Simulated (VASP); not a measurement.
PrBe3Si: relaxation of cell and atoms with PBE

PrBe3Si:

```
CELL_PARAMETERS angstrom
4.27519 0.00000 0.00000
0.00000 4.27519 0.00000
0.00000 0.00000 4.27519
ATOMIC_POSITIONS crystal
Pr 0.00000 0.00000 0.00000
Be 0.50000 0.00000 0.00000
Be 0.00000 0.50000 0.00000
Be 0.00000 0.00000 0.50000
Si 0.50000 0.50000 0.50000
```

The cell was generated, and may not be a known phase.

```yaml
Program: VASP 6.6.1
Task: relaxation of cell and atoms
Functional: PBE
Potentials_or_basis: VASP PAW PBE potentials, release 64 (Pr_3, Be, Si), 4f in core
Cutoff: 600 eV
k_mesh: 4 × 4 × 4
Occupations: gaussian, width 0.2 eV
Spin: no spin polarisation
Dipole_correction: no
Further_INCAR_settings: ALGO = Normal; EDIFF = 1e-07; IBRION = 2; EDIFFG = -0.08; NSW = 36; ISIF = 3
```

```yaml
Relaxed_volume: 24.69 Å³/atom
Relaxed_cell: a = 4.980 Å, b = 4.980 Å, c = 4.980 Å, α = 90.00°, β = 90.00°, γ = 90.00°
Space_group_after_relaxing_to_0.1_Å: Pm-3m (No. 221)
Energy_gained_by_relaxing: 310.6 meV/atom
Ionic_steps: 5
Pressure_after_relaxing: 0.1 GPa
Band_gap_on_the_k_mesh: zero (an odd number of electrons rules out a gap without spin polarisation)
```

Step by step:
```
step  energy change (eV)  largest force (eV/Å)  pressure (GPa)  volume (Å³)
   1              0.0000                0.0000           18.28        78.14
   2             -1.3054                0.0000            3.96       100.09
   3             -1.4727                0.0000            1.88       109.52
   4             -1.5392                0.0000           -0.71       130.12
   5             -1.5530                0.0000            0.06       123.47
```

Final structure:
```
Pr Be Si
1.0
     4.97955    0.00000    0.00000
     0.00000    4.97955    0.00000
     0.00000    0.00000    4.97955
Pr Be Si
1 3 1
Direct
  0.00000 0.00000 0.00000
  0.50000 0.00000 0.00000
  0.00000 0.50000 0.00000
  0.00000 0.00000 0.50000
  0.50000 0.50000 0.50000
```

Levels at points of the mesh, in eV from the Fermi level:
| k point | band 9 | band 10 | band 11 | band 12 | band 13 | band 14 |
| --- | --- | --- | --- | --- | --- | --- |
| (0.00, 0.00, 0.00) | -0.25 | -0.25 | -0.25 | 2.42 | 2.42 | 2.42 |
| (0.50, 0.00, 0.00) | -0.50 | -0.25 | -0.09 | 2.13 | 2.13 | 2.13 |
| (0.50, 0.50, 0.00) | -0.30 | -0.10 | 0.00 | 0.45 | 0.45 | 0.97 |
| (0.50, 0.50, 0.50) | -0.34 | -0.34 | -0.34 | -0.06 | -0.06 | 0.06 |

It took 62 s on 1 thread of Intel(R) Xeon(R) Platinum 8488C (Sapphire Rapids), on a shared host, peak memory 0.22 GiB.

Caveat: the k points lie up to 0.32 Å⁻¹ apart in the final cell, too coarse for converged energies and pressures of a metal; the volume moved by over 15 % at a fixed basis, so the end points are rough; the highest band is partly filled, so the run has too few bands; spin-orbit coupling is left out, which moves the levels of the heavy elements; the 4f electrons are frozen in the core, so they carry no moment and show no levels. Spin polarisation is off, so any magnetic state and its effect on volume and gap are missing.
